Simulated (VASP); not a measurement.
# Ga (P2_1/m) in VASP: vibrations by perturbation theory with PBEsol

Aim: the vibrations by perturbation theory of Ga with PBEsol.

Everything below comes from runs of VASP 6.6.1. Logs are shortened: lines on timing, memory, paths and dates and some standing lists are left out, and cuts for length are marked.

## 1. The cell of the first run

It takes space group P2_1/m (No. 11, monoclinic). The conventional cell has a = 2.778 Å, b = 3.282 Å, c = 4.210 Å, α = 90.00°, β = 108.61°, γ = 90.00°. Within 3.6 Å of Ga (site symmetry m) lie 10 Ga at 2.71 to 3.28 Å.

## 2. Vibrations by perturbation theory, PBEsol

Contents of INCAR:

```
PREC = Accurate
ENCUT = 520
EDIFF = 1E-8
ISMEAR = -1
SIGMA = 0.05
LREAL = F
LASPH = T
NELM = 80
ALGO = Normal
ISIF = 2
LWAVE = F
LCHARG = F
GGA = PS
NBANDS = 20
IBRION = 8
NSW = 1
```

Contents of KPOINTS:

```
Automatic mesh
0
Gamma
  8 8 6
```

Contents of POSCAR:

```
Ga
1.0
    2.7784220849      0.0000000000      0.0000000000
    0.0000000000      3.2816087900      0.0000000000
   -1.3434310986      0.0000000000      3.9902731763
Ga
2
Direct
    0.1345962700      0.7500000000      0.7701668300
    0.8654037300      0.2500000000      0.2298331700
```

Potentials or basis: VASP PAW PBE potentials, release 64 (Ga_d).

Launch:

```
cat potpaw_PBE.64/Ga_d/POTCAR > POTCAR
mpirun -np 1 vasp_std > vasp.out
```

OUTCAR:

```text
PREC = Accurate
   ENCUT = 520
   EDIFF = 1E-8
   ISMEAR = -1
   LREAL = F
   LASPH = T
   NELM = 80
   ISIF = 2
   GGA = PS
   IBRION = 8
   NSW = 1

 ion  position               nearest neighbor table
   1  0.135  0.750  0.770-   2 2.71   2 2.71   2 2.81   2 2.81   2 2.84   2 2.84
   2  0.865  0.250  0.230-   1 2.71   1 2.71   1 2.81   1 2.81   1 2.84   1 2.84

  LATTYP: Found a simple monoclinic cell.
 ALAT       =     2.7784220849
 B/A-ratio  =     1.1811052064
 C/A-ratio  =     1.5153762184
 COS(beta)  =    -0.3190778872

  Lattice vectors:

 A1 = (   2.7784220849,   0.0000000000,   0.0000000000)
 A2 = (   0.0000000000,   3.2816087900,   0.0000000000)
 A3 = (  -1.3434310986,   0.0000000000,   3.9902731763)

Analysis of symmetry for initial positions (statically):
=====================================================================
 Subroutine PRICEL returns:
 Original cell was already a primitive cell.

 Routine SETGRP: Setting up the symmetry group for a
 simple monoclinic supercell.

 Subroutine GETGRP returns: Found  4 space group operations
 (whereof  2 operations were pure point group operations)
 out of a pool of  4 trial point group operations.

The static configuration has the point symmetry S_2 .
 The point group associated with its full space group is C_2h.

Analysis of symmetry for dynamics (positions and initial velocities):
=====================================================================
 Subroutine PRICEL returns:
 Original cell was already a primitive cell.

 Routine SETGRP: Setting up the symmetry group for a
 simple monoclinic supercell.

 Subroutine GETGRP returns: Found  4 space group operations
 (whereof  2 operations were pure point group operations)
 out of a pool of  4 trial point group operations.

The dynamic configuration has the point symmetry S_2 .
 The point group associated with its full space group is C_2h.

 Subroutine INISYM returns: Found  4 space group operations
 (whereof  2 operations are pure point group operations),
 and found     1 'primitive' translations

----------------------------------------------------------------------------------------

                                     Primitive cell

  volume of cell :      36.3821

  direct lattice vectors                    reciprocal lattice vectors
     2.778422085  0.000000000  0.000000000     0.359916517  0.000000000  0.121175424
     0.000000000  3.281608790  0.000000000     0.000000000  0.304728584  0.000000000
    -1.343431099  0.000000000  3.990273176     0.000000000  0.000000000  0.250609408

  length of vectors
     2.778422085  3.281608790  4.210354752     0.379767538  0.304728584  0.250609408

  position of ions in fractional coordinates (direct lattice)
     0.134596270  0.750000000  0.770166830
     0.865403730  0.250000000  0.229833170

  ion indices of the primitive-cell ions
   primitive index   ion index
                 1           1
                 2           2

----------------------------------------------------------------------------------------

 KPOINTS: Automatic mesh

Automatic generation of k-mesh.
 Grid dimensions read from file:
 generate k-points for:    8    8    6

 Generating k-lattice:

  Cartesian coordinates                     Fractional coordinates (reciprocal lattice)
     0.044989565  0.000000000  0.015146928     0.125000000  0.000000000 -0.000000000
     0.000000000  0.038091073  0.000000000     0.000000000  0.125000000  0.000000000
     0.000000000  0.000000000  0.041768235     0.000000000  0.000000000  0.166666667

  Length of vectors
     0.047470942  0.038091073  0.041768235

  Shift w.r.t. Gamma in fractional coordinates (k-lattice)
     0.000000000  0.000000000  0.000000000

 Subroutine IBZKPT returns following result:
 ===========================================

 Found    130 irreducible k-points:

 Following reciprocal coordinates:
            Coordinates               Weight
  0.000000  0.000000  0.000000      1.000000
  0.125000  0.000000 -0.000000      2.000000
  0.250000  0.000000 -0.000000      2.000000
  0.375000  0.000000 -0.000000      2.000000
[... 34 lines left out ...]
   LNONCOLLINEAR =      F non collinear calculations
   LSORBIT =      F    spin-orbit coupling
   LASPH  =      T    aspherical Exc in radial PAW
   ENCUT  =  520.0 eV  38.22 Ry    6.18 a.u.   5.17  6.10  7.83*2*pi/ulx,y,z
   NELM   =     80;   NELMIN=  2; NELMDL= -5     # of ELM steps
   EDIFF  = 0.1E-07   stopping-criterion for ELM
   LREAL  =      F    real-space projection
   EDIFFG = 0.1E-06   stopping-criterion for IOM
   NSW    =      1    number of steps for IOM
   IBRION =      8    ionic relax: 0-MD 1-quasi-New 2-CG
   NFREE  =      0    steps in history (QN), initial steepest desc. (CG)
   ISIF   =      2    stress and relaxation
   ISYM   =      2    0-nonsym 1-usesym 2-fastsym
   POTIM  = 0.5000    time-step for ionic-motion
   TEBEG  =    0.0;   TEEND  =   0.0 temperature during run
   PSTRESS=    0.0 pullay stress
   NELECT =      26.0000    total number of electrons
   NUPDOWN=      -1.0000    fix difference up-down
   EMIN   =  10.00;   EMAX   =-10.00  energy-range for DOS
   EFERMI =   0.00;   METHOD = LEGACY
   ISMEAR =    -1;   SIGMA  =   0.05  broadening in eV -4-tet -1-fermi 0-gaus
   EFERMI_NEDOS =   21; number of points for ismear=-14 and -15
   IALGO  =     38    algorithm
   IMIX   =      4    mixing-type and parameters
     AMIX     =   0.40;   BMIX     =  1.00
     AMIX_MAG =   1.60;   BMIX_MAG =  1.00
  volume/ion in A,a.u.               =      18.19       122.76
  Fermi-wavevector in a.u.,A,eV,Ry     =   1.463648  2.765894 29.147302  2.142266
  Thomas-Fermi vector in A             =   2.579718
   LORBIT       =      0    0 simple, 1 ext, 2 COOP (PROOUT), +10 PAW based schemes
   GGA     = PS    functional components
   LHFCALC =     F    Hartree Fock is set to
   AEXX    =    0.0000 exact exchange contribution
   IVDW    =     0    specifies the selected vdW correction
   LEPSILON=     F    determine dielectric tensor
   LRPA    =     F    only Hartree local field effects (RPA)
 non-spin polarized calculation
  energy-cutoff  :      520.00
  volume of cell :       36.38
 maximum number of plane-waves:      1000
 NGX is ok and might be reduce to    24
   NGX = 11   NGY = 13   NGZ = 15

--------------------------------------- Ionic step        1  -------------------------------------------

 number of electron      26.0000010 magnetization

 Free energy of the ion-electron system (eV)
  ---------------------------------------------------
  ext. energy  EPLUGINS =         0.00000000
  ---------------------------------------------------
  free energy    TOTEN  =        -6.71158064 eV

  energy without entropy =       -6.70922508  energy(sigma->0) =       -6.71040286

 E-fermi :   5.7425     XC(G=0): -11.2915

 val. band max:        5.6481350886   @ k =  -0.1250   0.3750   0.3333
 cond. band min:       5.7754346738   @ k =   0.5000   0.1250   0.5000
 fundamental gap:      0.1272995852
 Fermi energy:         5.7425305056

 k-point     1 :       0.0000    0.0000    0.0000
  band No.  band energies     occupation
      1      -9.4371      2.00000
      2      -9.4242      2.00000
      3      -9.3702      2.00000
      4      -9.3640      2.00000
      5      -9.1022      2.00000
      6      -9.1011      2.00000
[... 541 lines left out ...]
     19      14.9503      0.00000
     20      14.9503      0.00000

 [... further k-points ...]

------------------------ aborting loop because EDIFF is reached ----------------------------------------

  FORCE on cell =-STRESS in cart. coord.  units (eV):
  Direction    XX          YY          ZZ          XY          YZ          ZX
  --------------------------------------------------------------------------------------
  -------------------------------------------------------------------------------------
  Total       -0.6542633      0.0169238      0.1654925      0.0000000      0.0000000     -0.0088005
  in kB      -28.8121398      0.7452827      7.2878821      0.0000000      0.0000000     -0.3875506
  external PRESSURE =      -6.9263250 kB  Pullay stress =       0.0000000 kB

 VOLUME and BASIS-vectors are now :
 -----------------------------------------------------------------------------
  energy-cutoff  :      520.00
  volume of cell :       36.38
      direct lattice vectors                 reciprocal lattice vectors
     2.778422085  0.000000000  0.000000000     0.359916517  0.000000000  0.121175424
     0.000000000  3.281608790  0.000000000     0.000000000  0.304728584  0.000000000
    -1.343431099  0.000000000  3.990273176     0.000000000  0.000000000  0.250609408

 POSITION                                       TOTAL-FORCE (eV/Angst)
 -----------------------------------------------------------------------------------
     -0.66070      2.46121      3.07318        -0.011319      0.000000     -0.095970
      2.09569      0.82040      0.91710         0.011319     -0.000000      0.095970
 -----------------------------------------------------------------------------------
    total drift:                               -0.000000     -0.000000      0.000000

  FREE ENERGIE OF THE ION-ELECTRON SYSTEM (eV)
  ---------------------------------------------------
  free  energy   TOTEN  =        -6.7115806351 eV

  energy  without entropy=       -6.7092250842  energy(sigma->0) =       -6.71040286

[... ionic steps 2 to 3 ...]

--------------------------------------- Ionic step        4  -------------------------------------------

------------------------ aborting loop because EDIFF is reached ----------------------------------------

--------------------------------------- Ionic step        5  -------------------------------------------

------------------------ aborting loop because EDIFF is reached ----------------------------------------

--------------------------------------- Ionic step        6  -------------------------------------------

 Free energy of the ion-electron system (eV)
  ---------------------------------------------------
  ---------------------------------------------------
  free energy    TOTEN  =        -0.16868397 eV

  energy without entropy =       -0.16868482

------------------------ aborting loop because EDIFF is reached ----------------------------------------

 INTERNAL STRAIN TENSOR  FOR ION    1  DIRECTION 3   (eV/Angst):
 -----------------------------------------------------------------------------
     1.90050  0.00000 -0.52795
     0.00000  0.59108  0.00000
    -0.56549  0.00000 -1.32717

 INTERNAL STRAIN TENSOR FOR ION    2 for displacements in x,y,z  (eV/Angst):
          X           Y           Z          XY          YZ          ZX
  --------------------------------------------------------------------------------
  x     0.11287     0.09261    -0.08634     0.00000     0.00000    -0.47851
  y     0.00000     0.00000     0.00000     0.08213    -0.14876     0.00000
  z    -1.90050    -0.59108     1.32717     0.00000     0.00000     0.52795

 SECOND DERIVATIVES (NOT SYMMETRIZED)
 ------------------------------------
               1X          1Y          1Z          2X          2Y          2Z
  1X    -0.491180    0.000000    0.059218    0.491180    0.000000   -0.059218
  1Y     0.000000   -2.354255    0.000000    0.000000    2.354255    0.000000
  1Z     0.060690    0.000000   -5.041072   -0.060690    0.000000    5.041072
  2X     0.491180    0.000000   -0.059218   -0.491180    0.000000    0.059218
  2Y     0.000000    2.354255    0.000000    0.000000   -2.354255    0.000000
  2Z    -0.060690    0.000000    5.041072    0.060690    0.000000   -5.041072

 Eigenvectors and eigenvalues of the dynamical matrix
 ----------------------------------------------------

   1 f  =    5.945292 THz    37.355371 2PiTHz  198.313590 cm-1    24.587740 meV
             X         Y         Z           dx          dy          dz
     -0.660701  2.461207  3.073176    -0.009315    0.000000    0.707045
      2.095692  0.820402  0.917097     0.009315   -0.000000   -0.707045
[... 16 lines left out ...]
   5 f  =    0.000000 THz     0.000000 2PiTHz    0.000001 cm-1     0.000000 meV
             X         Y         Z           dx          dy          dz
     -0.660701  2.461207  3.073176     0.706003   -0.005098   -0.039157
      2.095692  0.820402  0.917097     0.706003   -0.005098   -0.039157

   6 f/i=    0.000000 THz     0.000000 2PiTHz    0.000000 cm-1     0.000000 meV
             X         Y         Z           dx          dy          dz
     -0.660701  2.461207  3.073176    -0.039472   -0.110718   -0.697269
      2.095692  0.820402  0.917097    -0.039472   -0.110718   -0.697269

--------------------------------------------------------------------------------------------------------

 ELASTIC MODULI CONTR FROM IONIC RELAXATION (kBar)
 Direction    XX          YY          ZZ          XY          YZ          ZX
 --------------------------------------------------------------------------------
 XX         -32.2842    -10.5069     22.6059     -0.0000      0.0000     12.5925
 YY         -10.5069     -3.7096      7.3950     -0.0000      0.0000      6.3547
 ZZ          22.6059      7.3950    -15.8340      0.0000     -0.0000     -9.1126
 XY          -0.0000     -0.0000      0.0000     -0.1262      0.2285      0.0000
 YZ           0.0000      0.0000     -0.0000      0.2285     -0.4139     -0.0000
 ZX          12.5925      6.3547     -9.1126      0.0000     -0.0000    -22.4575
 --------------------------------------------------------------------------------
```

Wall time 4.6 min (1 thread of AMD EPYC 9R45 (Zen 5), shared host); peak memory 0.34 GiB.

What came out:

```yaml
Highest_phonon_frequency_at_Γ: 198 cm⁻¹
```

Phonon frequencies in cm⁻¹ (negative: imaginary):
```tsv
q point	frequencies
(0.000, 0.000, 0.000)	0 0 0 62 136 198
```

Caveat: the PAW data sets were made with another functional, which shifts forces and pressure a little.
